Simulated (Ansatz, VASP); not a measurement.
# HfN: VASP beside Ansatz

The input POSCAR:

```
HfN
1.0
    3.0854334487      0.0000000000     -0.0154271672
   -1.5427167244      2.6720637483      0.0077135836
   -0.0144543247      0.0000000000      2.8908649372
Hf N
1 1
Direct
    0.0000000000      0.0000000000      0.0000000000
    0.6666666667      0.3333333333      0.5000000000
```

The input INCAR.step1:

```
SYSTEM = HfN
PREC = Accurate ; ENCUT = 520
ISMEAR = 0 ; SIGMA = 0.05
LREAL = .FALSE. ; LASPH = .TRUE.
NELM = 80 ; NBANDS = 14
GGA = PE ; ALGO = Normal
EDIFF = 1E-4 ; LWAVE = .TRUE.
LCHARG = .FALSE.
```

INCAR.step2

```
SYSTEM = HfN
PREC = Accurate ; ENCUT = 520
EDIFF = 1E-6 ; ISMEAR = 0
SIGMA = 0.05 ; LREAL = .FALSE.
LASPH = .TRUE. ; NELM = 80
ALGO = Normal ; ISIF = 2
LWAVE = .FALSE. ; LCHARG = .TRUE.
METAGGA = R2SCAN ; LMIXTAU = .TRUE.
LELF = .TRUE. ; LVHAR = .TRUE.
NBANDS = 14 ; ISTART = 1
```

KPOINTS

```
regular mesh
0
G
  12 12 12
  0 0 0
```

Input for Ansatz:

```yaml
crystal:
  lattice:
    - [3.0854334487, 0.0, -0.0154271672]
    - [-1.5427167244, 2.6720637483, 0.0077135836]
    - [-0.0144543247, 0.0, 2.8908649372]
  atoms:
    - { symbol: Hf, position: [0.0, 0.0, 0.0] }
    - { symbol: "N", position: [0.6666666667, 0.3333333333, 0.5] }
basis:
  ecutwfc: 500
  ecutrho_ratio: 4
kpoints:
  mp_grid: { grid: [12, 12, 12] }
hamiltonian:
  xc: r2scan
scf:
  occupations: { method: gaussian, width: 0.05 }
output:
  forces: true
  stress: true
  eigenvalues: true
```

Change from the starting cell: strain e5 = -0.01, atoms carried along.

Alike in both runs: task single point; functional r2SCAN; k mesh 12 × 12 × 12; occupations gaussian, width 0.05 eV; no spin polarisation.

|  | VASP | Ansatz |
| --- | --- | --- |
| version | VASP 6.6.1 | Ansatz 0.2.0 |
| potentials or method | VASP PAW PBE potentials, release 64 (Hf_pv, N), cutoff 520 eV | scalar-relativistic, plane waves, PAW |
| valence electrons in the cell | 15 | 31 |

```csv
,VASP,Ansatz,Ansatz less VASP
gap on the k mesh at the Fermi level (eV),none,none,-
pressure (GPa),-2.2,0.0,+2.20
"traceless stress, the component that is largest in VASP (GPa)",0.83,0.84,+0.014
```

VASP's potentials were made for PBE, not for r2SCAN. A gap of «none» marks a metal or a gap that the smearing closes. VASP's potentials hold 15 valence electrons a cell and Ansatz's 31, so a difference there can come from the potentials and not from the codes.

Neither program's run includes spin-orbit coupling.
